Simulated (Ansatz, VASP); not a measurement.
Two plane-wave programs on Sc

```
CELL_PARAMETERS angstrom
3.31950 0.00000 0.00000
-1.65975 2.87477 0.00000
0.00000 0.00000 5.16263
ATOMIC_POSITIONS crystal
Sc 0.33333 0.66667 0.25000
Sc 0.66667 0.33333 0.75000
```

Alike in both runs: task single point; functional PBE; k mesh 15 × 15 × 10; occupations gaussian, width 0.15 eV; no spin polarisation.

```csv
,VASP,Ansatz
version,VASP 6.6.1,Ansatz 0.2.0
potentials or method,"VASP PAW PBE potentials, release 64 (Sc_sv), cutoff 520 eV","scalar-relativistic, plane waves, PAW"
valence electrons in the cell,22,22
```

```csv
,VASP,Ansatz,Ansatz less VASP
gap on the k mesh at the Fermi level (eV),none,none,-
pressure (GPa),0.1,0.1,-0.05
"traceless stress, the component that is largest in VASP (GPa)",0.06,0.06,-0.004
```

A gap of «none» marks a metal or a gap that the smearing closes.
